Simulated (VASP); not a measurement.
# HfO2 (Fm-3m) in VASP: notebook

HfO2 is run at these levels: PBE; tasks: single point.

All numbers are computed with VASP 6.6.1; they aren't measurements. Logs are shortened: lines on timing, memory, paths and dates and some standing lists are left out, and cuts for length are marked.

## (1) The cell of the first run

It takes space group Fm-3m (No. 225, cubic). The conventional cell has a = 5.115 Å, b = 5.115 Å, c = 5.115 Å, α = 90.00°, β = 90.00°, γ = 90.00°. Hf (site symmetry m-3m) has 8 O at 2.21 Å within 2.9 Å. Within 2.9 Å of O (site symmetry -43m) lie 4 Hf at 2.21 Å and 6 O at 2.56 Å.

## (2) Single point, PBE

Contents of INCAR:

```
PREC = Accurate
ENCUT = 520
EDIFF = 1E-6
ISMEAR = 0
SIGMA = 0.05
LREAL = False
LASPH = True
NELM = 80
ALGO = Normal
ISIF = 2
LWAVE = False
LCHARG = False
GGA = PE
NBANDS = 18
```

Contents of KPOINTS:

```
regular mesh
0
Gamma
  4 4 4
```

Contents of POSCAR:

```
HfO2
1.0
    0.0000000000      2.5575019374      2.5575019374
    2.5575019374      0.0000000000      2.5575019374
    2.5575019374      2.5575019374      0.0000000000
Hf O
1 2
Direct
    0.0000000000      0.0000000000      0.0000000000
    0.2500000000      0.2500000000      0.2500000000
    0.7500000000      0.7500000000      0.7500000000
```

Potentials or basis: VASP PAW PBE potentials, release 64 (Hf_pv, O).

Started as:

```
cat potpaw_PBE.64/Hf_pv/POTCAR potpaw_PBE.64/O/POTCAR > POTCAR
mpirun -np 1 vasp_std > vasp.out
```

OUTCAR:

```text
PREC = Accurate
   ENCUT = 520
   EDIFF = 1E-6
   ISMEAR = 0
   LREAL = False
   LASPH = True
   NELM = 80
   ISIF = 2
   GGA = PE

 ion  position               nearest neighbor table
   1  0.000  0.000  0.000-   2 2.21   3 2.21   3 2.21   3 2.21   3 2.21   2 2.21   2 2.21   2 2.21

   2  0.250  0.250  0.250-   1 2.21   1 2.21   1 2.21   1 2.21
   3  0.750  0.750  0.750-   1 2.21   1 2.21   1 2.21   1 2.21

  LATTYP: Found a face centered cubic cell.
 ALAT       =     5.1150038748

  Lattice vectors:

 A1 = (   0.0000000000,   2.5575019374,   2.5575019374)
 A2 = (   2.5575019374,   0.0000000000,   2.5575019374)
 A3 = (   2.5575019374,   2.5575019374,   0.0000000000)

Analysis of symmetry for initial positions (statically):
=====================================================================
 Subroutine PRICEL returns:
 Original cell was already a primitive cell.

 Routine SETGRP: Setting up the symmetry group for a
 face centered cubic supercell.

 Subroutine GETGRP returns: Found 48 space group operations
 (whereof 48 operations were pure point group operations)
 out of a pool of 48 trial point group operations.

The static configuration has the point symmetry O_h .

Analysis of symmetry for dynamics (positions and initial velocities):
=====================================================================
 Subroutine PRICEL returns:
 Original cell was already a primitive cell.

 Routine SETGRP: Setting up the symmetry group for a
 face centered cubic supercell.

 Subroutine GETGRP returns: Found 48 space group operations
 (whereof 48 operations were pure point group operations)
 out of a pool of 48 trial point group operations.

The dynamic configuration has the point symmetry O_h .

 Subroutine INISYM returns: Found 48 space group operations
 (whereof 48 operations are pure point group operations),
 and found     1 'primitive' translations

----------------------------------------------------------------------------------------

                                     Primitive cell

  volume of cell :      33.4563

  direct lattice vectors                    reciprocal lattice vectors
     0.000000000  2.557501937  2.557501937    -0.195503273  0.195503273  0.195503273
     2.557501937  0.000000000  2.557501937     0.195503273 -0.195503273  0.195503273
     2.557501937  2.557501937  0.000000000     0.195503273  0.195503273 -0.195503273

  length of vectors
     3.616853926  3.616853926  3.616853926     0.338621602  0.338621602  0.338621602

  position of ions in fractional coordinates (direct lattice)
     0.000000000  0.000000000  0.000000000
     0.250000000  0.250000000  0.250000000
     0.750000000  0.750000000  0.750000000

  ion indices of the primitive-cell ions
   primitive index   ion index
                 1           1
                 2           2
                 3           3

----------------------------------------------------------------------------------------

 KPOINTS: regular mesh

Automatic generation of k-mesh.
 Grid dimensions read from file:
 generate k-points for:    4    4    4

 Generating k-lattice:

  Cartesian coordinates                     Fractional coordinates (reciprocal lattice)
    -0.048875818  0.048875818  0.048875818     0.250000000  0.000000000  0.000000000
     0.048875818 -0.048875818  0.048875818     0.000000000  0.250000000  0.000000000
     0.048875818  0.048875818 -0.048875818     0.000000000  0.000000000  0.250000000

  Length of vectors
     0.084655401  0.084655401  0.084655401

  Shift w.r.t. Gamma in fractional coordinates (k-lattice)
     0.000000000  0.000000000  0.000000000

 Subroutine IBZKPT returns following result:
 ===========================================

 Found      8 irreducible k-points:

 Following reciprocal coordinates:
            Coordinates               Weight
  0.000000  0.000000  0.000000      1.000000
  0.250000  0.000000  0.000000      8.000000
  0.500000  0.000000  0.000000      4.000000
  0.250000  0.250000  0.000000      6.000000
  0.500000  0.250000  0.000000     24.000000
 -0.250000  0.250000  0.000000     12.000000
  0.500000  0.500000  0.000000      3.000000
 -0.250000  0.500000  0.250000      6.000000
   k-points           NKPTS =      8   k-points in BZ     NKDIM =      8   number of bands    NBANDS=     18
   number of dos      NEDOS =    301   number of ions     NIONS =      3
   total plane-waves  NPLWV =  21952
   dimension x,y,z NGX =    28 NGY =   28 NGZ =   28
   dimension x,y,z NGXF=    56 NGYF=   56 NGZF=   56
   ions per type =               1   2
   NGX,Y,Z   is equivalent  to a cutoff of  12.87, 12.87, 12.87 a.u.
   NGXF,Y,Z  is equivalent  to a cutoff of  25.74, 25.74, 25.74 a.u.
 SYSTEM =  unknown system
   PREC   = accura    normal or accurate (medium, high low for compatibility)
   ISTART =      0    job   : 0-new  1-cont  2-samecut
   ICHARG =      2    charge: 1-file 2-atom 10-const
   ISPIN  =      1    spin polarized calculation?
   LNONCOLLINEAR =      F non collinear calculations
   LSORBIT =      F    spin-orbit coupling
   LASPH  =      T    aspherical Exc in radial PAW
   ENCUT  =  520.0 eV  38.22 Ry    6.18 a.u.   6.72  6.72  6.72*2*pi/ulx,y,z
   NELM   =     80;   NELMIN=  2; NELMDL= -5     # of ELM steps
   EDIFF  = 0.1E-05   stopping-criterion for ELM
   LREAL  =      F    real-space projection
   EDIFFG = 0.1E-04   stopping-criterion for IOM
   NSW    =      0    number of steps for IOM
   IBRION =     -1    ionic relax: 0-MD 1-quasi-New 2-CG
   NFREE  =      0    steps in history (QN), initial steepest desc. (CG)
   ISIF   =      2    stress and relaxation
   ISYM   =      2    0-nonsym 1-usesym 2-fastsym
   POTIM  = 0.5000    time-step for ionic-motion
   TEBEG  =    0.0;   TEEND  =   0.0 temperature during run
   PSTRESS=    0.0 pullay stress
   NELECT =      22.0000    total number of electrons
   NUPDOWN=      -1.0000    fix difference up-down
   EMIN   =  10.00;   EMAX   =-10.00  energy-range for DOS
   EFERMI =   0.00;   METHOD = LEGACY
   ISMEAR =     0;   SIGMA  =   0.05  broadening in eV -4-tet -1-fermi 0-gaus
   EFERMI_NEDOS =   21; number of points for ismear=-14 and -15
   IALGO  =     38    algorithm
   IMIX   =      4    mixing-type and parameters
     AMIX     =   0.40;   BMIX     =  1.00
     AMIX_MAG =   1.60;   BMIX_MAG =  1.00
  volume/ion in A,a.u.               =      11.15        75.26
  Fermi-wavevector in a.u.,A,eV,Ry     =   1.423606  2.690225 27.574295  2.026654
  Thomas-Fermi vector in A             =   2.544185
   LORBIT       =      0    0 simple, 1 ext, 2 COOP (PROOUT), +10 PAW based schemes
   GGA     = PE    functional components
   LHFCALC =     F    Hartree Fock is set to
   AEXX    =    0.0000 exact exchange contribution
   IVDW    =     0    specifies the selected vdW correction
   LEPSILON=     F    determine dielectric tensor
   LRPA    =     F    only Hartree local field effects (RPA)
 non-spin polarized calculation
 Gauss-broadening in eV      SIGMA  =   0.05
  energy-cutoff  :      520.00
  volume of cell :       33.46
 maximum number of plane-waves:       934
 NGX is ok and might be reduce to    28
   NGX = 13   NGY = 13   NGZ = 13

 number of electron      21.9999993 magnetization

 Free energy of the ion-electron system (eV)
  ---------------------------------------------------
  ext. energy  EPLUGINS =         0.00000000
  ---------------------------------------------------
  free energy    TOTEN  =       -30.23250281 eV

  energy without entropy =      -30.23250281  energy(sigma->0) =      -30.23250281

 E-fermi :   4.2982     XC(G=0): -11.6973

 val. band max:        4.0549989386   @ k =   0.5000   0.5000   0.0000
 cond. band min:       7.7839516584   @ k =   0.5000   0.5000   0.0000
 fundamental gap:      3.7289527198
 Fermi energy:         4.2981658375

 k-point     1 :       0.0000    0.0000    0.0000
  band No.  band energies     occupation
      1     -25.7565      2.00000
      2     -25.7565      2.00000
      3     -25.7565      2.00000
      4     -14.5136      2.00000
      5     -11.6114      2.00000
      6      -1.1271      2.00000
[... 10 lines left out ...]
     17      14.1455      0.00000
     18      17.4187      0.00000

 k-point     2 :       0.2500    0.0000    0.0000
  band No.  band energies     occupation
      1     -25.9531      2.00000
      2     -25.7787      2.00000
      3     -25.7787      2.00000
      4     -13.8534      2.00000
      5     -12.0978      2.00000
      6      -0.6206      2.00000
[... 10 lines left out ...]
     17      13.4429      0.00000
     18      16.4502      0.00000

 k-point     3 :       0.5000    0.0000    0.0000
  band No.  band energies     occupation
      1     -26.1372      2.00000
      2     -25.8007      2.00000
      3     -25.8007      2.00000
      4     -13.3191      2.00000
      5     -12.3203      2.00000
      6      -0.1156      2.00000
[... 10 lines left out ...]
     17      13.1516      0.00000
     18      16.2163      0.00000

 k-point     4 :       0.2500    0.2500    0.0000
  band No.  band energies     occupation
      1     -25.9670      2.00000
      2     -25.8112      2.00000
      3     -25.8112      2.00000
      4     -13.5794      2.00000
      5     -12.2789      2.00000
      6      -0.4915      2.00000
[... 10 lines left out ...]
     17      12.8191      0.00000
     18      17.1783      0.00000

 k-point     5 :       0.5000    0.2500    0.0000
  band No.  band energies     occupation
      1     -26.0845      2.00000
      2     -25.9016      2.00000
      3     -25.8332      2.00000
      4     -12.9286      2.00000
      5     -12.5527      2.00000
      6      -1.0862      2.00000
[... 10 lines left out ...]
     17      14.9925      0.00000
     18      17.0032      0.00000

 k-point     6 :      -0.2500    0.2500    0.0000
  band No.  band energies     occupation
      1     -26.0295      2.00000
      2     -25.9141      2.00000
      3     -25.8009      2.00000
      4     -13.1483      2.00000
      5     -12.4756      2.00000
      6      -0.7728      2.00000
[... 10 lines left out ...]
     17      14.6501      0.00000
     18      16.8035      0.00000

 k-point     7 :       0.5000    0.5000    0.0000
  band No.  band energies     occupation
      1     -26.1591      2.00000
      2     -25.8656      2.00000
      3     -25.8656      2.00000
      4     -12.8252      2.00000
      5     -12.4937      2.00000
      6      -2.2434      2.00000
[... 10 lines left out ...]
     17      16.9618      0.00000
     18      17.2906      0.00000

 k-point     8 :      -0.2500    0.5000    0.2500
  band No.  band energies     occupation
      1     -26.0149      2.00000
      2     -26.0149      2.00000
      3     -25.8673      2.00000
      4     -12.6550      2.00000
      5     -12.6550      2.00000
      6      -1.1201      2.00000
[... 10 lines left out ...]
     17      16.7616      0.00000
     18      17.3060      0.00000

------------------------ aborting loop because EDIFF is reached ----------------------------------------

  FORCE on cell =-STRESS in cart. coord.  units (eV):
  Direction    XX          YY          ZZ          XY          YZ          ZX
  --------------------------------------------------------------------------------------
  -------------------------------------------------------------------------------------
  Total       -1.2505159     -1.2505159     -1.2505159      0.0000000      0.0000000      0.0000000
  in kB      -59.8855275    -59.8855275    -59.8855275      0.0000000      0.0000000      0.0000000
  external PRESSURE =     -59.8855275 kB  Pullay stress =       0.0000000 kB

 VOLUME and BASIS-vectors are now :
 -----------------------------------------------------------------------------
  energy-cutoff  :      520.00
  volume of cell :       33.46
      direct lattice vectors                 reciprocal lattice vectors
     0.000000000  2.557501937  2.557501937    -0.195503273  0.195503273  0.195503273
     2.557501937  0.000000000  2.557501937     0.195503273 -0.195503273  0.195503273
     2.557501937  2.557501937  0.000000000     0.195503273  0.195503273 -0.195503273

 POSITION                                       TOTAL-FORCE (eV/Angst)
 -----------------------------------------------------------------------------------
      0.00000      0.00000      0.00000         0.000000     -0.000000     -0.000000
      1.27875      1.27875      1.27875         0.000000      0.000000     -0.000000
      3.83625      3.83625      3.83625        -0.000000     -0.000000      0.000000
 -----------------------------------------------------------------------------------
    total drift:                                0.000000      0.000000      0.000000

  FREE ENERGIE OF THE ION-ELECTRON SYSTEM (eV)
  ---------------------------------------------------
  free  energy   TOTEN  =       -30.2325028084 eV

  energy  without entropy=      -30.2325028084  energy(sigma->0) =      -30.23250281
```

It took 12 s on 1 thread of Intel Xeon 8259CL, shared host; peak memory 0.16 GiB.

What came out:

| Item | Value |
| --- | --- |
| Free energy | -30.2325 eV |
| Pressure | -6.0 GPa |
| Band gap on the k mesh | 3.73 eV |

Caveat: the k points lie up to 0.53 Å⁻¹ apart; spin-orbit coupling is left out, which moves the levels of the heavy elements.

## (3) Single point, PBE

Contents of INCAR:

```
ALGO     = Normal         # electronic algorithm
EDIFF    = 1E-6           # SCF threshold, eV
ENCUT    = 520            # plane-wave cutoff, eV
GGA      = PE             # functional
ISIF     = 2              # what is computed and relaxed
ISMEAR   = 0              # smearing method
LASPH    = True           # aspherical terms in the spheres
LCHARG   = False          # write CHGCAR
LREAL    = False          # projectors in reciprocal space
LWAVE    = False          # write WAVECAR
NBANDS   = 18             # bands
NELM     = 60             # most SCF steps
PREC     = Accurate       # precision mode
SIGMA    = 0.05           # smearing width, eV
```

Contents of KPOINTS:

```
k-points
0
Gamma
  8 8 8
```

POSCAR is that of step 2.

Potentials or basis: VASP PAW PBE potentials, release 64 (Hf_pv, O).

Started as:

```
cat potpaw_PBE.64/Hf_pv/POTCAR potpaw_PBE.64/O/POTCAR > POTCAR
mpirun -np 1 vasp_std > vasp.out
```

Run time: 29 s. Hardware: 1 thread of Intel Xeon 8259CL, shared host; peak memory 0.16 GiB.

It converged, with:

```
Free energy            : -30.2336 eV
Pressure               : -6.0 GPa
Band gap on the k mesh : 3.73 eV
```

Levels at points of the mesh, in eV from the valence-band top:
| k point | band 8 | band 9 | band 10 | band 11 | band 12 | band 13 | band 14 | band 15 |
| --- | --- | --- | --- | --- | --- | --- | --- | --- |
| (0.00, 0.00, 0.00) | -5.18 | -0.59 | -0.59 | -0.59 | 3.82 | 3.82 | 5.62 | 10.09 |
| (0.50, 0.00, 0.00) | -3.00 | -2.67 | -1.80 | -1.80 | 4.51 | 4.51 | 6.74 | 8.98 |
| (0.50, 0.50, 0.00) | -3.40 | -1.48 | -1.48 | 0.00 | 3.73 | 5.36 | 6.39 | 7.93 |

Caveat: the cell stands under tension; spin-orbit coupling is left out, which moves the levels of the heavy elements. A k mesh can miss the band edges.
